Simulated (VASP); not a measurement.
Runs of VASP 6.6.1 on ZnO. The structure is that of space group P6_3mc (No. 186), or close to it. The cells are those of the table. 

```tsv
cell	gap on the mesh (eV)	pressure (GPa)	largest force (eV/Å)
a = 3.415, b = 3.415, c = 4.676 Å, angles 90.0, 90.0, 120.0°, 4 atoms	1.22	7.6	2.84
a = 3.134, b = 3.134, c = 5.553 Å, angles 90.0, 90.0, 120.0°, 4 atoms	1.02	(b)	0.64
a = 3.326, b = 3.326, c = 4.930 Å, angles 90.0, 90.0, 120.0°, 4 atoms	1.25	2.7	(c)
a = 3.044, b = 3.044, c = 5.885 Å, angles 90.0, 90.0, 120.0°, 4 atoms	(a)	7.6	0.94
```

Alike in all rows: task single point; level r2SCAN; potentials or basis VASP PAW PBE potentials, release 64 (Zn, O); no spin polarisation; k mesh 12 × 12 × 6; cutoff (eV) 520; smearing gaussian 0.05 eV.

Problem. Estimate the missing entries.

Solution. (a) 0.70; (b) 3.0; (c) 1.09.

Caveats: the PAW data sets were made with another functional, which shifts forces and pressure a little.

A k mesh can miss the band edges.
